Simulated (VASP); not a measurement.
# RbBr (R-3m) in VASP: notebook

RbBr is run at these levels: PBEsol; tasks: single point.

All numbers are computed with VASP 6.6.1; they aren't measurements. Logs are shortened: lines on timing, memory, paths and dates and some standing lists are left out, and cuts for length are marked.

## 1. The cell of the first run

Symmetry: R-3m, No. 166, trigonal system. The conventional cell has a = 4.896 Å, b = 4.896 Å, c = 11.636 Å, α = 90.00°, β = 90.00°, γ = 120.00°. Within 4.5 Å of Rb (site symmetry -3m) lie 6 Br at 3.43 Å. Within 4.5 Å of Br (site symmetry -3m) lie 6 Rb at 3.43 Å.

## 2. Single point, PBEsol (equal xy, yz and zx shear strains of -2 %)

Input file INCAR:

```
SYSTEM = RbBr
PREC     = Accurate       ! precision mode
ENCUT    = 520            ! plane-wave cutoff, eV
EDIFF    = 1E-7           ! SCF threshold, eV
ISMEAR   = -1             ! smearing method
SIGMA    = 0.03           ! smearing width, eV
LREAL    = .FALSE.        ! projectors in reciprocal space
LASPH    = .TRUE.         ! aspherical terms in the spheres
NELM     = 80             ! most SCF steps
ALGO     = Normal         ! electronic algorithm
ISIF     = 2              ! what is computed and relaxed
LWAVE    = .FALSE.        ! write WAVECAR
LCHARG   = .FALSE.        ! write CHGCAR
GGA      = PS             ! functional
NBANDS   = 15             ! bands
```

Input file KPOINTS:

```
regular mesh
0
G
  7 7 7
  0 0 0
```

Input file POSCAR:

```
RbBr
1.0
   -0.0685500000      3.3932250000      3.3932250000
    3.3932250000     -0.0685500000      3.3932250000
    3.3932250000      3.3932250000     -0.0685500000
Rb Br
1 1
Direct
    0.0000000000      0.0000000000      0.0000000000
    0.5000000000      0.5000000000      0.5000000000
```

Potentials or basis: VASP PAW PBE potentials, release 64 (Rb_sv, Br).

Command:

```
cat potpaw_PBE.64/Rb_sv/POTCAR potpaw_PBE.64/Br/POTCAR > POTCAR
mpirun -np 1 vasp_std > vasp.out
```

OUTCAR:

```text
SYSTEM = RbBr
   PREC = Accurate
   ENCUT = 520
   EDIFF = 1E-7
   ISMEAR = -1
   LREAL = .FALSE.
   LASPH = .TRUE.
   NELM = 80
   ISIF = 2
   GGA = PS

 ion  position               nearest neighbor table
   1  0.000  0.000  0.000-   2 3.43   2 3.43   2 3.43   2 3.43   2 3.43   2 3.43
   2  0.500  0.500  0.500-   1 3.43   1 3.43   1 3.43   1 3.43   1 3.43   1 3.43

  LATTYP: Found a trigonal (rhomboedric) cell.
 ALAT       =     4.7992344081
 COS(alpha) =     0.4797000918

  Lattice vectors:

 A1 = (  -0.0685500000,   3.3932250000,   3.3932250000)
 A2 = (   3.3932250000,  -0.0685500000,   3.3932250000)
 A3 = (   3.3932250000,   3.3932250000,  -0.0685500000)

Analysis of symmetry for initial positions (statically):
=====================================================================
 Subroutine PRICEL returns:
 Original cell was already a primitive cell.

 Routine SETGRP: Setting up the symmetry group for a
 trigonal (rhombohedral) supercell.

 Subroutine GETGRP returns: Found 12 space group operations
 (whereof 12 operations were pure point group operations)
 out of a pool of 12 trial point group operations.

The static configuration has the point symmetry D_3d.

Analysis of symmetry for dynamics (positions and initial velocities):
=====================================================================
 Subroutine PRICEL returns:
 Original cell was already a primitive cell.

 Routine SETGRP: Setting up the symmetry group for a
 trigonal (rhombohedral) supercell.

 Subroutine GETGRP returns: Found 12 space group operations
 (whereof 12 operations were pure point group operations)
 out of a pool of 12 trial point group operations.

The dynamic configuration has the point symmetry D_3d.

 Subroutine INISYM returns: Found 12 space group operations
 (whereof 12 operations are pure point group operations),
 and found     1 'primitive' translations

----------------------------------------------------------------------------------------

                                     Primitive cell

  volume of cell :      80.5065

  direct lattice vectors                    reciprocal lattice vectors
    -0.068550000  3.393225000  3.393225000    -0.142960753  0.145908397  0.145908397
     3.393225000 -0.068550000  3.393225000     0.145908397 -0.142960753  0.145908397
     3.393225000  3.393225000 -0.068550000     0.145908397  0.145908397 -0.142960753

  length of vectors
     4.799234408  4.799234408  4.799234408     0.251030471  0.251030471  0.251030471

  position of ions in fractional coordinates (direct lattice)
     0.000000000  0.000000000  0.000000000
     0.500000000  0.500000000  0.500000000

  ion indices of the primitive-cell ions
   primitive index   ion index
                 1           1
                 2           2

----------------------------------------------------------------------------------------

 KPOINTS: regular mesh

Automatic generation of k-mesh.
 Grid dimensions read from file:
 generate k-points for:    7    7    7

 Generating k-lattice:

  Cartesian coordinates                     Fractional coordinates (reciprocal lattice)
    -0.020422965  0.020844057  0.020844057     0.142857143  0.000000000  0.000000000
     0.020844057 -0.020422965  0.020844057     0.000000000  0.142857143  0.000000000
     0.020844057  0.020844057 -0.020422965     0.000000000  0.000000000  0.142857143

  Length of vectors
     0.035861496  0.035861496  0.035861496

  Shift w.r.t. Gamma in fractional coordinates (k-lattice)
     0.000000000  0.000000000  0.000000000

 Subroutine IBZKPT returns following result:
 ===========================================

 Found     44 irreducible k-points:

 Following reciprocal coordinates:
            Coordinates               Weight
  0.000000  0.000000  0.000000      1.000000
  0.142857  0.000000  0.000000      6.000000
  0.285714 -0.000000 -0.000000      6.000000
  0.428571  0.000000 -0.000000      6.000000
  0.142857  0.142857  0.000000      6.000000
  0.285714  0.142857 -0.000000     12.000000
[... 16 lines left out ...]
  0.285714  0.285714  0.142857      6.000000
  0.428571  0.285714  0.142857     12.000000
 [... further k-points ...]
   k-points           NKPTS =     44   k-points in BZ     NKDIM =     44   number of bands    NBANDS=     15
   number of dos      NEDOS =    301   number of ions     NIONS =      2
   total plane-waves  NPLWV =  46656
   dimension x,y,z NGX =    36 NGY =   36 NGZ =   36
   dimension x,y,z NGXF=    72 NGYF=   72 NGZF=   72
   ions per type =               1   1
   NGX,Y,Z   is equivalent  to a cutoff of  12.47, 12.47, 12.47 a.u.
   NGXF,Y,Z  is equivalent  to a cutoff of  24.94, 24.94, 24.94 a.u.
 SYSTEM =  RbBr
   PREC   = accura    normal or accurate (medium, high low for compatibility)
   ISTART =      0    job   : 0-new  1-cont  2-samecut
   ICHARG =      2    charge: 1-file 2-atom 10-const
   ISPIN  =      1    spin polarized calculation?
   LNONCOLLINEAR =      F non collinear calculations
   LSORBIT =      F    spin-orbit coupling
   LASPH  =      T    aspherical Exc in radial PAW
   ENCUT  =  520.0 eV  38.22 Ry    6.18 a.u.   8.92  8.92  8.92*2*pi/ulx,y,z
   NELM   =     80;   NELMIN=  2; NELMDL= -5     # of ELM steps
   EDIFF  = 0.1E-06   stopping-criterion for ELM
   LREAL  =      F    real-space projection
   EDIFFG = 0.1E-05   stopping-criterion for IOM
   NSW    =      0    number of steps for IOM
   IBRION =     -1    ionic relax: 0-MD 1-quasi-New 2-CG
   NFREE  =      0    steps in history (QN), initial steepest desc. (CG)
   ISIF   =      2    stress and relaxation
   ISYM   =      2    0-nonsym 1-usesym 2-fastsym
   POTIM  = 0.5000    time-step for ionic-motion
   TEBEG  =    0.0;   TEEND  =   0.0 temperature during run
   PSTRESS=    0.0 pullay stress
   NELECT =      16.0000    total number of electrons
   NUPDOWN=      -1.0000    fix difference up-down
   EMIN   =  10.00;   EMAX   =-10.00  energy-range for DOS
   EFERMI =   0.00;   METHOD = LEGACY
   ISMEAR =    -1;   SIGMA  =   0.03  broadening in eV -4-tet -1-fermi 0-gaus
   EFERMI_NEDOS =   21; number of points for ismear=-14 and -15
   IALGO  =     38    algorithm
   IMIX   =      4    mixing-type and parameters
     AMIX     =   0.40;   BMIX     =  1.00
     AMIX_MAG =   1.60;   BMIX_MAG =  1.00
  volume/ion in A,a.u.               =      40.25       271.64
  Fermi-wavevector in a.u.,A,eV,Ry     =   0.955369  1.805385 12.418441  0.912730
  Thomas-Fermi vector in A             =   2.084200
   LORBIT       =      0    0 simple, 1 ext, 2 COOP (PROOUT), +10 PAW based schemes
   GGA     = PS    functional components
   LHFCALC =     F    Hartree Fock is set to
   AEXX    =    0.0000 exact exchange contribution
   IVDW    =     0    specifies the selected vdW correction
   LEPSILON=     F    determine dielectric tensor
   LRPA    =     F    only Hartree local field effects (RPA)
 non-spin polarized calculation
  energy-cutoff  :      520.00
  volume of cell :       80.51
 maximum number of plane-waves:      2184
   NGX = 17   NGY = 17   NGZ = 17

 number of electron      15.9999999 magnetization

 Free energy of the ion-electron system (eV)
  ---------------------------------------------------
  ext. energy  EPLUGINS =         0.00000000
  ---------------------------------------------------
  free energy    TOTEN  =        -6.35423682 eV

  energy without entropy =       -6.35423682  energy(sigma->0) =       -6.35423682

 E-fermi :  -1.1334     XC(G=0):  -7.4051

 val. band max:       -1.8127822317   @ k =   0.0000   0.0000   0.0000
 cond. band min:       2.3641108724   @ k =   0.0000   0.0000   0.0000
 fundamental gap:      4.1768931041
 Fermi energy:        -1.1334358742

 k-point     1 :       0.0000    0.0000    0.0000
  band No.  band energies     occupation
      1     -26.2033      2.00000
      2     -14.0376      2.00000
      3     -10.2911      2.00000
      4     -10.2911      2.00000
      5     -10.2892      2.00000
      6      -1.8590      2.00000
      7      -1.8590      2.00000
      8      -1.8128      2.00000
      9       2.3641      0.00000
     10       5.2744      0.00000
     11       5.2744      0.00000
     12       5.5235      0.00000
     13       6.2506      0.00000
     14       6.2506      0.00000
     15       8.9630      0.00000

 k-point     2 :       0.1429    0.0000    0.0000
  band No.  band energies     occupation
      1     -26.2015      2.00000
      2     -14.0460      2.00000
      3     -10.2917      2.00000
      4     -10.2916      2.00000
      5     -10.2810      2.00000
      6      -2.0955      2.00000
      7      -1.9319      2.00000
      8      -1.8883      2.00000
      9       2.8504      0.00000
     10       5.1919      0.00000
     11       5.5134      0.00000
     12       5.7407      0.00000
     13       6.5482      0.00000
     14       6.5578      0.00000
     15       9.7030      0.00000

 k-point     3 :       0.2857   -0.0000   -0.0000
  band No.  band energies     occupation
      1     -26.1976      2.00000
      2     -14.0648      2.00000
      3     -10.2968      2.00000
      4     -10.2932      2.00000
      5     -10.2587      2.00000
      6      -2.5345      2.00000
      7      -2.0867      2.00000
      8      -2.0386      2.00000
      9       3.9124      0.00000
     10       5.2266      0.00000
     11       6.1917      0.00000
     12       6.4235      0.00000
     13       7.3351      0.00000
     14       7.3761      0.00000
     15      10.0818      0.00000

 k-point     4 :       0.4286    0.0000   -0.0000
  band No.  band energies     occupation
      1     -26.1944      2.00000
      2     -14.0797      2.00000
      3     -10.3009      2.00000
      4     -10.2943      2.00000
      5     -10.2409      2.00000
      6      -2.8251      2.00000
      7      -2.2031      2.00000
      8      -2.1511      2.00000
      9       4.7150      0.00000
     10       5.6243      0.00000
     11       7.1549      0.00000
     12       7.4016      0.00000
     13       8.1141      0.00000
     14       8.2591      0.00000
     15       9.0660      0.00000
[... 307 lines left out ...]
 k-point    22 :      -0.1429    0.1429    0.1429
  band No.  band energies     occupation
      1     -26.1978      2.00000
      2     -14.0520      2.00000
      3     -10.3143      2.00000
      4     -10.3132      2.00000
      5     -10.2646      2.00000
      6      -2.4568      2.00000
      7      -1.9967      2.00000
      8      -1.9931      2.00000
      9       3.7198      0.00000
     10       4.7145      0.00000
     11       6.4677      0.00000
     12       6.5415      0.00000
     13       6.8392      0.00000
     14       7.5244      0.00000
     15      10.1784      0.00000

 k-point    23 :       0.2857    0.2857    0.1429
  band No.  band energies     occupation
      1     -26.1972      2.00000
      2     -14.0468      2.00000
      3     -10.3173      2.00000
      4     -10.3109      2.00000
      5     -10.2774      2.00000
      6      -2.4620      2.00000
      7      -2.0233      2.00000
      8      -2.0073      2.00000
      9       3.7592      0.00000
     10       4.6993      0.00000
     11       6.4576      0.00000
     12       6.5069      0.00000
     13       6.8615      0.00000
     14       7.5391      0.00000
     15      10.3433      0.00000

 k-point    24 :       0.4286    0.2857    0.1429
  band No.  band energies     occupation
      1     -26.1943      2.00000
      2     -14.0414      2.00000
      3     -10.3543      2.00000
      4     -10.3154      2.00000
      5     -10.2924      2.00000
      6      -2.5674      2.00000
      7      -2.1467      2.00000
      8      -2.0266      2.00000
      9       4.4705      0.00000
     10       4.5882      0.00000
     11       6.9747      0.00000
     12       7.0697      0.00000
     13       7.4960      0.00000
     14       7.8992      0.00000
     15       9.2829      0.00000

 [... further k-points ...]

------------------------ aborting loop because EDIFF is reached ----------------------------------------

  FORCE on cell =-STRESS in cart. coord.  units (eV):
  Direction    XX          YY          ZZ          XY          YZ          ZX
  --------------------------------------------------------------------------------------
  -------------------------------------------------------------------------------------
  Total       -0.0144303     -0.0144303     -0.0144303      0.0378790      0.0378790      0.0378790
  in kB       -0.2871811     -0.2871811     -0.2871811      0.7538382      0.7538382      0.7538382
  external PRESSURE =      -0.2871811 kB  Pullay stress =       0.0000000 kB

 VOLUME and BASIS-vectors are now :
 -----------------------------------------------------------------------------
  energy-cutoff  :      520.00
  volume of cell :       80.51
      direct lattice vectors                 reciprocal lattice vectors
    -0.068550000  3.393225000  3.393225000    -0.142960753  0.145908397  0.145908397
     3.393225000 -0.068550000  3.393225000     0.145908397 -0.142960753  0.145908397
     3.393225000  3.393225000 -0.068550000     0.145908397  0.145908397 -0.142960753

 POSITION                                       TOTAL-FORCE (eV/Angst)
 -----------------------------------------------------------------------------------
      0.00000      0.00000      0.00000        -0.000000      0.000000     -0.000000
      3.35895      3.35895      3.35895         0.000000     -0.000000      0.000000
 -----------------------------------------------------------------------------------
    total drift:                                0.000000      0.000000      0.000000

  FREE ENERGIE OF THE ION-ELECTRON SYSTEM (eV)
  ---------------------------------------------------
  free  energy   TOTEN  =        -6.3542368242 eV

  energy  without entropy=       -6.3542368242  energy(sigma->0) =       -6.35423682
```

It took 39 s on 1 thread of Intel Xeon 6975P-C, shared host; peak memory 0.23 GiB.

Results:

| Quantity | Value |
| --- | --- |
| Free energy | -6.3542 eV |
| Pressure | 0.0 GPa |
| Band gap on the k mesh | 4.18 eV, direct |

Levels at points of the mesh, in eV from the valence-band top:
| k point | band 6 | band 7 | band 8 | band 9 | band 10 | band 11 |
| --- | --- | --- | --- | --- | --- | --- |
| (0.00, 0.00, 0.00) | -0.05 | -0.05 | 0.00 | 4.18 | 7.09 | 7.09 |

Caveat: the cell differs from its parent crystal (equal xy, yz and zx shear strains of -2 %); the PAW data sets were made with another functional, which shifts forces and pressure a little. A k mesh can miss the band edges.

(Continued in part 2 of 2.)
